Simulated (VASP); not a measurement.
Set up this calculation in VASP 6.6.1, as the native input.

- Task: relaxation of the atoms
- Functional: PBE
- Potentials or basis: VASP PAW PBE potentials, release 64 (La, O, C)
- Cutoff: 520 eV
- k mesh: 1 × 1 × 1
- Occupations: fermi-dirac, width 0.01 eV
- Spin: no spin polarisation
- Dipole correction: no
- Further INCAR settings: LREAL = Auto; ALGO = Normal; EDIFF = 1e-06; IBRION = 2; EDIFFG = -0.02; NSW = 90

The structure of La16CO24 (a cell with a defect) lies in POSCAR:

```
La16CO24
1.0
    7.8811453700     -0.0000000600      0.0000000000
   -3.9405726400      6.8252721300      0.0000000000
    0.0000000000      0.0000000000     12.3757188400
La O C
16 24 1
Direct
    0.3333333300      0.1666666700      0.3763146100
    0.1666666700      0.3333333300      0.1236853900
    0.3333333300      0.1666666700      0.8763146100
    0.1666666700      0.3333333300      0.6236853900
    0.3333333300      0.6666666700      0.3763146100
    0.1666666700      0.8333333300      0.1236853900
    0.3333333300      0.6666666700      0.8763146100
    0.1666666700      0.8333333300      0.6236853900
    0.8333333300      0.1666666700      0.3763146100
    0.6666666700      0.3333333300      0.1236853900
    0.8333333300      0.1666666700      0.8763146100
    0.6666666700      0.3333333300      0.6236853900
    0.8333333300      0.6666666700      0.3763146100
    0.6666666700      0.8333333300      0.1236853900
    0.8333333300      0.6666666700      0.8763146100
    0.6666666700      0.8333333300      0.6236853900
    0.3333333300      0.1666666700      0.1773438600
    0.1666666700      0.3333333300      0.3226561400
    0.0000000000      0.0000000000      0.0000000000
    0.3333333300      0.1666666700      0.6773438600
    0.1666666700      0.3333333300      0.8226561400
    0.0000000000      0.0000000000      0.5000000000
    0.3333333300      0.6666666700      0.1773438600
    0.1666666700      0.8333333300      0.3226561400
    0.0000000000      0.5000000000      0.0000000000
    0.3333333300      0.6666666700      0.6773438600
    0.1666666700      0.8333333300      0.8226561400
    0.0000000000      0.5000000000      0.5000000000
    0.8333333300      0.1666666700      0.1773438600
    0.6666666700      0.3333333300      0.3226561400
    0.5000000000      0.0000000000      0.0000000000
    0.8333333300      0.1666666700      0.6773438600
    0.6666666700      0.3333333300      0.8226561400
    0.5000000000      0.0000000000      0.5000000000
    0.8333333300      0.6666666700      0.1773438600
    0.6666666700      0.8333333300      0.3226561400
    0.5000000000      0.5000000000      0.0000000000
    0.8333333300      0.6666666700      0.6773438600
    0.6666666700      0.8333333300      0.8226561400
    0.5000000000      0.5000000000      0.5000000000
    0.0000000000      0.0000000000      0.2500000000
```

The input as run:

INCAR

```
SYSTEM = La16CO24
PREC = Accurate ; ENCUT = 520
EDIFF = 1E-6 ; ISMEAR = -1
SIGMA = 0.01 ; LREAL = Auto
LASPH = .TRUE. ; NELM = 100
ALGO = Normal ; ISIF = 2
LWAVE = .FALSE. ; LCHARG = .FALSE.
GGA = PE ; IBRION = 2
NSW = 90 ; EDIFFG = -0.02
LUSENCCL = .FALSE.
```

KPOINTS

```
Automatic mesh
0
G
  1 1 1
  0 0 0
```

Potentials or basis: VASP PAW PBE potentials, release 64 (La, O, C).

Command:

```sh
$ cat potpaw_PBE.64/La/POTCAR potpaw_PBE.64/O/POTCAR potpaw_PBE.64/C/POTCAR > POTCAR
$ mpirun -np 1 vasp_gam > vasp.out
```

It gave:

```json
{
 "Energy gained by relaxing": "8.1 meV/atom",
 "Ionic steps": "20",
 "Pressure after relaxing": "1.3 GPa",
 "Largest force after relaxing": "0.013 eV/Å",
 "Band gap on the k mesh": "0.81 eV"
}
```

Caveat: the k points lie up to 0.92 Å⁻¹ apart, too coarse for converged energies, forces and pressures; spin-orbit coupling is left out, which moves the levels of the heavy elements.

Run time: 18 min on 1 × NVIDIA H100 80GB with 1 thread of AMD EPYC 7R13 Processor (Zen 3), with other jobs on the host, peak memory 1.6 GiB.
